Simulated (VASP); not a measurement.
CoW3, 4 atoms in the cell. Symmetry: P4/mmm, No. 123, tetragonal system. Conventional cell: a = 3.858 Å, b = 3.858 Å, c = 4.032 Å, α = 90.00°, β = 90.00°, γ = 90.00°. Co (site symmetry 4/mmm) has 12 W at 2.73 to 2.79 Å within 3.6 Å. W (site symmetry mmm) has 8 W at 2.73 to 2.79 Å and 4 Co at 2.79 Å within 3.6 Å. Within 3.6 Å of W (site symmetry 4/mmm) lie 4 Co at 2.73 Å and 8 W at 2.79 Å.  This cell differs from its parent crystal: strain +0.0450 x Voigt [0, 1, 0, 0, 0, 0].

* Program: VASP 6.6.1
* Task: single point
* Functional: PBEsol
* Potentials or basis: VASP PAW PBE potentials, release 64 (Co, W_sv)
* Cutoff: 520 eV
* k mesh: 12 × 12 × 12
* Occupations: gaussian, width 0.15 eV
* Spin: no spin polarisation
* Dipole correction: no
* Further INCAR settings: ALGO = Fast; EDIFF = 1e-06; NBANDS = 34

Potentials or basis: VASP PAW PBE potentials, release 64 (Co, W_sv).

Run with:

```bash
$ cat potpaw_PBE.64/Co/POTCAR potpaw_PBE.64/W_sv/POTCAR > POTCAR
$ mpirun -np 1 vasp_std > vasp.out
```

Hardware: 1 thread of Intel Xeon 6975P-C, on a shared host.

Problem. How long does it take, and how much memory?

Solution. Wall time 7.1 min on 1 thread of Intel Xeon 6975P-C, on a shared host, peak memory 0.43 GiB. Counts: scf iterations 19, k points 196.
